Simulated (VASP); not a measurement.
# Ti2Co (Fd-3m) in VASP: single point with r2SCAN

Aim: the single point of Ti2Co with r2SCAN.

Everything below comes from runs of VASP 6.6.1. Logs are shortened: lines on timing, memory, paths and dates and some standing lists are left out, and cuts for length are marked.

**1. The cell of the first run**

The structure is cubic, space group Fd-3m (No. 227). The conventional cell has a = 6.730 Å, b = 6.730 Å, c = 6.730 Å, α = 90.00°, β = 90.00°, γ = 90.00°. Ti (site symmetry -3m) has 6 Ti at 2.38 Å and 6 Co at 2.79 Å within 3.1 Å. Within 3.7 Å of Co (site symmetry -43m) lie 12 Ti at 2.79 Å and 4 Co at 2.91 Å.

**2. Single point, r2SCAN, collinear spin, ferromagnetic start**

POSCAR

```
Ti2Co
1.0
    0.0000000000      3.3650000000      3.3650000000
    3.3650000000      0.0000000000      3.3650000000
    3.3650000000      3.3650000000      0.0000000000
Ti Co
4 2
Direct
    0.1250000000      0.1250000000      0.1250000000
    0.6250000000      0.1250000000      0.1250000000
    0.1250000000      0.1250000000      0.6250000000
    0.1250000000      0.6250000000      0.1250000000
    0.5000000000      0.5000000000      0.5000000000
    0.7500000000      0.7500000000      0.7500000000
```

INCAR.step1

```
PREC = Accurate
ENCUT = 520
ISMEAR = 0
SIGMA = 0.1
LREAL = F
LASPH = T
NELM = 150
ISPIN = 2
MAGMOM = 0.19 0.19 0.19 0.19 1.58 1.58
LMAXMIX = 4
NBANDS = 46
GGA = PE
ALGO = Normal
EDIFF = 1E-4
LWAVE = T
LCHARG = F
```

INCAR.step2

```
PREC = Accurate
ENCUT = 520
EDIFF = 1E-6
ISMEAR = 0
SIGMA = 0.1
LREAL = F
LASPH = T
NELM = 150
ALGO = Normal
ISIF = 2
LWAVE = F
LCHARG = F
ISPIN = 2
MAGMOM = 0.19 0.19 0.19 0.19 1.58 1.58
LORBIT = 11
LMAXMIX = 4
METAGGA = R2SCAN
LMIXTAU = T
NBANDS = 46
ISTART = 1
```

KPOINTS

```
regular mesh
0
Gamma
  10 10 10
```

Potentials or basis: VASP PAW PBE potentials, release 64 (Ti_sv, Co).

Command:

```sh
> cat potpaw_PBE.64/Ti_sv/POTCAR potpaw_PBE.64/Co/POTCAR > POTCAR
> cp INCAR.step1 INCAR
> mpirun -np 1 vasp_std > vasp.out
> cp INCAR.step2 INCAR
> mpirun -np 1 vasp_std > vasp.out
```

OUTCAR:

```text
PREC = Accurate
   ENCUT = 520
   EDIFF = 1E-6
   ISMEAR = 0
   LREAL = F
   LASPH = T
   NELM = 150
   ISIF = 2
   ISPIN = 2
   LORBIT = 11
   METAGGA = R2SCAN
   ISTART = 1

 ion  position               nearest neighbor table
   1  0.125  0.125  0.125-   2 2.38   3 2.38   4 2.38   3 2.38   4 2.38   2 2.38   6 2.79   5 2.79
                             6 2.79   5 2.79   6 2.79   5 2.79
   2  0.625  0.125  0.125-   1 2.38   3 2.38   4 2.38   1 2.38   3 2.38   4 2.38   6 2.79   5 2.79
                             5 2.79   6 2.79   5 2.79   6 2.79
   3  0.125  0.125  0.625-   1 2.38   1 2.38   2 2.38   4 2.38   4 2.38   2 2.38   6 2.79   5 2.79
                             6 2.79   5 2.79   6 2.79   5 2.79
   4  0.125  0.625  0.125-   1 2.38   3 2.38   1 2.38   2 2.38   3 2.38   2 2.38   6 2.79   5 2.79
                             6 2.79   5 2.79   6 2.79   5 2.79
   5  0.500  0.500  0.500-   1 2.79   1 2.79   1 2.79   2 2.79   3 2.79   4 2.79   4 2.79   2 2.79
                             4 2.79   3 2.79   2 2.79   3 2.79   6 2.91   6 2.91   6 2.91   6 2.91
   6  0.750  0.750  0.750-   2 2.79   3 2.79   4 2.79   1 2.79   1 2.79   1 2.79   2 2.79   2 2.79
                             3 2.79   4 2.79   3 2.79   4 2.79   5 2.91   5 2.91   5 2.91   5 2.91

  LATTYP: Found a face centered cubic cell.
 ALAT       =     6.7300000000

  Lattice vectors:

 A1 = (   0.0000000000,   3.3650000000,   3.3650000000)
 A2 = (   3.3650000000,   0.0000000000,   3.3650000000)
 A3 = (   3.3650000000,   3.3650000000,   0.0000000000)

Analysis of symmetry for initial positions (statically):
=====================================================================
 Subroutine PRICEL returns:
 Original cell was already a primitive cell.

 Routine SETGRP: Setting up the symmetry group for a
 face centered cubic supercell.

 Subroutine GETGRP returns: Found 48 space group operations
 (whereof 24 operations were pure point group operations)
 out of a pool of 48 trial point group operations.

The static configuration has the point symmetry T_d .
 The point group associated with its full space group is O_h .

Analysis of symmetry for dynamics (positions and initial velocities):
=====================================================================
 Subroutine PRICEL returns:
 Original cell was already a primitive cell.

 Routine SETGRP: Setting up the symmetry group for a
 face centered cubic supercell.

 Subroutine GETGRP returns: Found 48 space group operations
 (whereof 24 operations were pure point group operations)
 out of a pool of 48 trial point group operations.

The dynamic configuration has the point symmetry T_d .
 The point group associated with its full space group is O_h .

Analysis of structural, dynamic, and magnetic symmetry:
[... 161 lines left out ...]
  ---------------------------------------------------
  ext. energy  EPLUGINS =         0.00000000
  ---------------------------------------------------
  free energy    TOTEN  =       -73.99961499 eV

  energy without entropy =      -73.95553148  energy(sigma->0) =      -73.97757323

 E-fermi :  10.2321     XC(G=0): -13.9141

 val. band max:       10.2269293112   @ k =   0.4000   0.3000   0.1000
 cond. band min:      10.2324840723   @ k =  -0.3000   0.1000   0.0000
 fundamental gap:      0.0055547611
 Fermi energy:        10.2321214432

 spin component 1

 k-point     1 :       0.0000    0.0000    0.0000
  band No.  band energies     occupation
      1     -48.7066      1.00000
      2     -47.9661      1.00000
      3     -47.9661      1.00000
      4     -47.9661      1.00000
      5     -25.8378      1.00000
      6     -24.3118      1.00000
[... 1141 lines left out ...]
     44      13.6324      0.00000
     45      14.3989      0.00000

 [... further k-points ...]

 spin component 2

 k-point     1 :       0.0000    0.0000    0.0000
  band No.  band energies     occupation
      1     -48.3266      1.00000
      2     -47.5964      1.00000
      3     -47.5964      1.00000
      4     -47.5964      1.00000
      5     -25.4530      1.00000
      6     -23.9107      1.00000
[... 1141 lines left out ...]
     44      14.0845      0.00000
     45      14.6480      0.00000

 [... further k-points ...]

 [bands above 45 left out]

------------------------ aborting loop because EDIFF is reached ----------------------------------------

  FORCE on cell =-STRESS in cart. coord.  units (eV):
  Direction    XX          YY          ZZ          XY          YZ          ZX
  --------------------------------------------------------------------------------------
  -------------------------------------------------------------------------------------
  Total       10.3616580     10.3616580     10.3616580      0.0000000      0.0000000     -0.0000000
  in kB      217.8485314    217.8485314    217.8485314      0.0000000      0.0000000     -0.0000000
  external PRESSURE =     217.8485314 kB  Pullay stress =       0.0000000 kB

 VOLUME and BASIS-vectors are now :
 -----------------------------------------------------------------------------
  energy-cutoff  :      520.00
  volume of cell :       76.21
      direct lattice vectors                 reciprocal lattice vectors
     0.000000000  3.365000000  3.365000000    -0.148588410  0.148588410  0.148588410
     3.365000000  0.000000000  3.365000000     0.148588410 -0.148588410  0.148588410
     3.365000000  3.365000000  0.000000000     0.148588410  0.148588410 -0.148588410

 POSITION                                       TOTAL-FORCE (eV/Angst)
 -----------------------------------------------------------------------------------
      0.84125      0.84125      0.84125        -0.000000      0.000000      0.000000
      0.84125      2.52375      2.52375        -0.000000      0.000000     -0.000000
      2.52375      2.52375      0.84125        -0.000000      0.000000      0.000000
      2.52375      0.84125      2.52375        -0.000000      0.000000     -0.000000
      3.36500      3.36500      3.36500         0.000000     -0.000000     -0.000000
      5.04750      5.04750      5.04750        -0.000000      0.000000      0.000000
 -----------------------------------------------------------------------------------
    total drift:                                0.000000      0.000000      0.000000

  FREE ENERGIE OF THE ION-ELECTRON SYSTEM (eV)
  ---------------------------------------------------
  free  energy   TOTEN  =       -73.9996149913 eV

  energy  without entropy=      -73.9555314781  energy(sigma->0) =      -73.97757323

 total charge

# of ion       s       p       d       tot
------------------------------------------
    1        2.299   6.166   2.288  10.753
    2        2.299   6.166   2.288  10.753
    3        2.299   6.166   2.288  10.753
    4        2.299   6.166   2.288  10.753
    5        0.477   0.501   7.219   8.196
    6        0.477   0.501   7.219   8.196
--------------------------------------------------
tot         10.148  25.665  23.589  59.403

 magnetization (x)

# of ion       s       p       d       tot
------------------------------------------
    1        0.012   0.018   0.316   0.345
    2        0.012   0.018   0.316   0.345
    3        0.012   0.018   0.316   0.345
    4        0.012   0.018   0.316   0.345
    5       -0.006   0.002  -0.239  -0.243
    6       -0.006   0.002  -0.239  -0.243
--------------------------------------------------
tot          0.035   0.074   0.785   0.894
```

OSZICAR.step1:

```text
N       E                     dE             d eps       ncg     rms          rms(c)
DAV:   1     0.837479104748E+03    0.83748E+03   -0.30502E+04  8680   0.190E+03
DAV:   2     0.660925997389E+02   -0.77139E+03   -0.74494E+03  8654   0.540E+02
DAV:   3    -0.329318866809E+02   -0.99024E+02   -0.90118E+02 11948   0.181E+02
DAV:   4    -0.501071144745E+02   -0.17175E+02   -0.16476E+02 14324   0.604E+01
DAV:   5    -0.508885349812E+02   -0.78142E+00   -0.78022E+00 12952   0.131E+01    0.427E+01
DAV:   6    -0.127971391814E+03   -0.77083E+02   -0.33144E+02 11142   0.206E+02    0.108E+02
DAV:   7    -0.576049316916E+02    0.70366E+02   -0.13272E+02 10058   0.712E+01    0.312E+01
DAV:   8    -0.414980988125E+02    0.16107E+02   -0.27495E+01 12556   0.442E+01    0.844E+00
DAV:   9    -0.418285961570E+02   -0.33050E+00   -0.42772E+00 12168   0.894E+00    0.511E+00
DAV:  10    -0.418779582037E+02   -0.49362E-01   -0.18115E-01 11986   0.264E+00    0.378E+00
DAV:  11    -0.419205486867E+02   -0.42590E-01   -0.12327E-01 11194   0.254E+00    0.133E+00
DAV:  12    -0.419267238166E+02   -0.61751E-02   -0.25891E-02 13088   0.116E+00    0.103E+00
DAV:  13    -0.419239670521E+02    0.27568E-02   -0.87337E-03 12166   0.973E-01    0.394E-01
DAV:  14    -0.419238337565E+02    0.13330E-03   -0.99685E-04 10566   0.272E-01    0.236E-01
DAV:  15    -0.419239782564E+02   -0.14450E-03   -0.46291E-04  8912   0.184E-01    0.129E-01
DAV:  16    -0.419240361199E+02   -0.57863E-04   -0.69708E-05  5624   0.822E-02
   1 F= -.41924036E+02 E0= -.41901846E+02  d E =-.443800E-01  mag=     1.2225
```

Wall time 76 min (1 thread of Oxide Virtual Turin-like, shared host); peak memory 0.4 GiB.

Results:

* Free energy: -73.9996 eV
* Pressure: 21.8 GPa
* Net moment: 1.09 μB per cell
* Site moments: Ti +0.34; Co -0.24 μB
* Valence electrons inside the program's atomic spheres: Ti 10.75; Co 8.20

Caveat: the cell stands under pressure; the PAW data sets were made with another functional, which shifts forces and pressure a little.
